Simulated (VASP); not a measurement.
Write the native input for VASP 6.6.1 that does the following.

```
Task                   : single point
Functional             : PBE
Potentials or basis    : VASP PAW PBE potentials, release 64 (Cs_sv, I)
Cutoff                 : 500 eV
k mesh                 : 6 × 6 × 6
Occupations            : gaussian, width 0.02 eV
Spin                   : no spin polarisation
Dipole correction      : no
Further INCAR settings : ALGO = Normal; EDIFF = 1e-06; NBANDS = 15
```

The structure of CsI lies in POSCAR:

```
CsI
1.0
    4.6660162087      0.0000000000      0.0000000000
    0.0000000000      4.6660162087      0.0000000000
    0.0000000000      0.0000000000      4.6660162087
Cs I
1 1
Direct
    0.0000000000      0.0000000000      0.0000000000
    0.5000000000      0.5000000000      0.5000000000
```

One way to write it, as run:

INCAR

```
SYSTEM = CsI
PREC = Accurate ; ENCUT = 500
EDIFF = 1E-6 ; ISMEAR = 0
SIGMA = 0.02 ; LREAL = .FALSE.
LASPH = .TRUE. ; NELM = 120
ALGO = Normal ; ISIF = 2
LWAVE = .FALSE. ; LCHARG = .FALSE.
GGA = PE ; NBANDS = 15
GGA_COMPAT = .FALSE.
```

KPOINTS

```
Automatic mesh
0
G
  6 6 6
  0 0 0
```

Potentials or basis: VASP PAW PBE potentials, release 64 (Cs_sv, I).

The run is started by

```sh
$ cat potpaw_PBE.64/Cs_sv/POTCAR potpaw_PBE.64/I/POTCAR > POTCAR
$ mpirun -np 1 vasp_std > vasp.out
```

Results of the run:

* Pressure: 0.0 GPa
* Band gap on the k mesh: 3.68 eV, indirect (least direct gap 3.77 eV)

Caveat: spin-orbit coupling is left out, which moves the levels of the heavy elements.

Run time: 26 s on 1 thread of Intel Xeon 6975P-C, on a shared host, peak memory 0.22 GiB.
